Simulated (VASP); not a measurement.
# I: single point with PBE+D3(BJ)

The system is I.

```
CELL_PARAMETERS angstrom
-1.86152 1.86152 2.63218
1.86152 -1.86152 2.63218
1.86152 1.86152 -2.63218
ATOMIC_POSITIONS crystal
I 0.00000 0.00000 0.00000
```

This cell differs from its parent crystal: ratio of the length along z to the lengths across it x 1.414, volume and fractional coordinates fixed.

```
Program             : VASP 6.6.1
Task                : single point
Functional          : PBE
Dispersion          : D3(BJ)
Potentials or basis : VASP PAW PBE potentials, release 64 (I)
Cutoff              : 520 eV
k mesh              : 18 × 18 × 18
Occupations         : gaussian, width 0.15 eV
Spin                : no spin polarisation
```

```
Pressure                   : -2.4 GPa
Band gap on the k mesh     : zero (an odd number of electrons rules out a gap without spin polarisation)
Dispersion energy per atom : -0.363 eV
```

Levels at points of the mesh, in eV from the Fermi level:
```csv
k point,band 1,band 2,band 3,band 4,band 5,band 6,band 7,band 8
"(0.00, 0.00, 0.00)",-13.16,0.91,0.91,0.91,6.96,9.66,9.66,9.66
"(0.50, 0.00, 0.00)",-11.87,-4.25,0.25,0.25,6.54,9.13,9.14,11.11
"(0.50, 0.50, 0.00)",-11.42,-3.82,-1.07,-1.07,4.94,5.73,16.04,16.45
"(0.50, 0.50, 0.50)",-11.42,-3.82,-1.07,-1.07,4.94,5.73,16.04,16.45
```

Wall time 2.3 min on 1 thread of Intel Xeon 8259CL, with other jobs on the host, peak memory 0.29 GiB.

Caveat: spin-orbit coupling is left out, which moves the levels of the heavy elements; an odd number of electrons without spin polarisation forces a metal; a magnetic or distorted state may lie lower.
